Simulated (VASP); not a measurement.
Set up this calculation in VASP 6.6.1, as the native input.

- Task: single point
- Functional: r2SCAN
- Potentials or basis: VASP PAW PBE potentials, release 64 (Pd)
- Cutoff: 520 eV
- k mesh: 11 × 11 × 6
- Occupations: fermi-dirac, width 0.05 eV
- Spin: no spin polarisation
- Dipole correction: no
- Further INCAR settings: ALGO = Normal; EDIFF = 1e-06; NBANDS = 17

Crystal: Pd.

```
Pd
1.0
     2.80210    0.00000    0.00000
    -1.40105    2.42669    0.00000
     0.00000    0.00000    4.65955
Pd
2
Cartesian
  0.0000 1.6178 1.1649
  1.4011 0.8089 3.4947
```

One way to write it, as run:

POSCAR

```
Pd
1.0
    2.8021004509      0.0000000000      0.0000000000
   -1.4010502255      2.4266901745      0.0000000000
    0.0000000000      0.0000000000      4.6595488139
Pd
2
Direct
    0.3333333333      0.6666666667      0.2500000000
    0.6666666667      0.3333333333      0.7500000000
```

INCAR.step1

```
PREC     = Accurate       # precision mode
ENCUT    = 520            # plane-wave cutoff, eV
ISMEAR   = -1             # smearing method
SIGMA    = 0.05           # smearing width, eV
LREAL    = F              # projectors in reciprocal space
LASPH    = T              # aspherical terms in the spheres
NELM     = 100            # most SCF steps
NBANDS   = 17             # bands
GGA      = PE             # functional
ALGO     = Normal         # electronic algorithm
EDIFF    = 1E-4           # SCF threshold, eV
LWAVE    = T              # write WAVECAR
LCHARG   = F              # write CHGCAR
```

INCAR.step2

```
PREC     = Accurate       # precision mode
ENCUT    = 520            # plane-wave cutoff, eV
EDIFF    = 1E-6           # SCF threshold, eV
ISMEAR   = -1             # smearing method
SIGMA    = 0.05           # smearing width, eV
LREAL    = F              # projectors in reciprocal space
LASPH    = T              # aspherical terms in the spheres
NELM     = 100            # most SCF steps
ALGO     = Normal         # electronic algorithm
ISIF     = 2              # what is computed and relaxed
LWAVE    = F              # write WAVECAR
LCHARG   = F              # write CHGCAR
METAGGA  = R2SCAN         # meta-GGA
LMIXTAU  = T            
NBANDS   = 17             # bands
ISTART   = 1
```

KPOINTS

```
Automatic mesh
0
Gamma
  11 11 6
```

Potentials or basis: VASP PAW PBE potentials, release 64 (Pd).

Run with:

```bash
$ cat potpaw_PBE.64/Pd/POTCAR > POTCAR
$ cp INCAR.step1 INCAR
$ mpirun -np 1 vasp_std > vasp.out
$ cp INCAR.step2 INCAR
$ mpirun -np 1 vasp_std > vasp.out
```

It gave:

```json
{"Pressure": "-8.0 GPa", "Band gap on the k mesh": "zero (band 10 reaches 8.61 eV, above the bottom of band 11 at 7.80 eV)"}
```

Caveat: the PAW data sets were made with another functional, which shifts forces and pressure a little.

Wall time 64 s on 1 thread of Intel(R) Xeon(R) Platinum 8375C CPU @ 2.90GHz (Ice Lake) (shared host), peak memory 0.17 GiB.
